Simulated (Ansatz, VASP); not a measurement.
## One calculation of CaMg, two programs

```
CELL_PARAMETERS angstrom
3.79384 0.00000 0.00000
0.00000 3.79384 0.00000
0.00000 0.00000 3.79384
ATOMIC_POSITIONS crystal
Ca 0.00428 0.00000 0.00000
Mg 0.49295 0.50000 0.50000
```

Change from the starting cell: mode 4 frozen in at -0.027 Å, equal normal strain along x, y and z -0.0167.

Alike in both runs: task single point; functional LDA; k mesh 12 × 12 × 12; occupations gaussian, width 0.15 eV; no spin polarisation.

|  | VASP | Ansatz |
| --- | --- | --- |
| version | VASP 6.6.1 | Ansatz 0.2.0 |
| potentials or method | VASP PAW LDA potentials, release 64 (Ca_sv, Mg), cutoff 520 eV | scalar-relativistic, plane waves, PAW |
| valence electrons in the cell | 12 | 20 |

|  | VASP | Ansatz | Ansatz less VASP |
| --- | --- | --- | --- |
| gap on the k mesh at the Fermi level (eV) | none | none | - |
| pressure (GPa) | 1.5 | 1.6 | +0.11 |
| rms of the force components (eV/Å) | 0.072 | 0.071 | -0.0011 |

LDA's correlation is that of Perdew and Zunger in VASP and of Perdew and Wang (1992) in Ansatz. Atom by atom the forces differ by 0.001 eV/Å (rms over components). A gap of «none» marks a metal or a gap that the smearing closes. VASP's potentials hold 12 valence electrons a cell and Ansatz's 20, so a difference there can come from the potentials and not from the codes.
